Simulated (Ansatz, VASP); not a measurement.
# AlNi3: VASP beside Ansatz

File INCAR:

```
SYSTEM = AlNi3
PREC = Accurate
ENCUT = 520
EDIFF = 1E-6
ISMEAR = 0
SIGMA = 0.1
LREAL = .False.
LASPH = .True.
NELM = 80
ALGO = Normal
ISIF = 2
LWAVE = .False.
LCHARG = .True.
GGA = PS
LELF = .True.
LVHAR = .True.
NBANDS = 24
```

Contents of KPOINTS:

```
Automatic mesh
0
Gamma
  6 6 6
  0 0 0
```

File POSCAR:

```
AlNi3
1.0
    0.0000000000      2.8018887551      2.8018887551
    2.8018887551      0.0000000000      2.8018887551
    2.8018887551      2.8018887551      0.0000000000
Al Ni
1 3
Direct
    0.5000000000      0.5000000000      0.5000000000
    0.2500000000      0.2500000000      0.2500000000
    0.0000000000      0.0000000000      0.0000000000
    0.7500000000      0.7500000000      0.7500000000
```

Input for Ansatz:

```yaml
crystal:
  lattice:
    - [0.0, 2.8018887551, 2.8018887551]
    - [2.8018887551, 0.0, 2.8018887551]
    - [2.8018887551, 2.8018887551, 0.0]
  atoms:
    - { symbol: Al, position: [0.5, 0.5, 0.5] }
    - { symbol: Ni, position: [0.25, 0.25, 0.25] }
    - { symbol: Ni, position: [0.0, 0.0, 0.0] }
    - { symbol: Ni, position: [0.75, 0.75, 0.75] }
basis:
  ecutwfc: 420
kpoints:
  mp_grid: { grid: [6, 6, 6] }
hamiltonian:
  xc: pbesol
scf:
  occupations: { method: gaussian, width: 0.1 }
output:
  forces: true
  stress: true
  eigenvalues: true
```

Alike in both runs: task single point; functional PBEsol; k mesh 6 × 6 × 6; occupations gaussian, width 0.1 eV; no spin polarisation.

```csv
,VASP,Ansatz
version,VASP 6.6.1,Ansatz 0.2.0
potentials or method,"VASP PAW PBE potentials, release 64 (Al, Ni), cutoff 520 eV","scalar-relativistic, plane waves, PAW"
valence electrons in the cell,33,57
```

Ansatz gave:

- gap on the k mesh at the Fermi level (eV): none
- pressure (GPa): -0.8

Q: What did VASP give for the same quantities?

A: gap on the k mesh at the Fermi level (eV): none; pressure (GPa): -0.7.

VASP's potentials were made for PBE, not for PBEsol. A gap of «none» marks a metal or a gap that the smearing closes. With one functional, cell and mesh, what is left measures potentials, basis and numerics. VASP's potentials hold 33 valence electrons a cell and Ansatz's 57, so a difference there can come from the potentials and not from the codes.
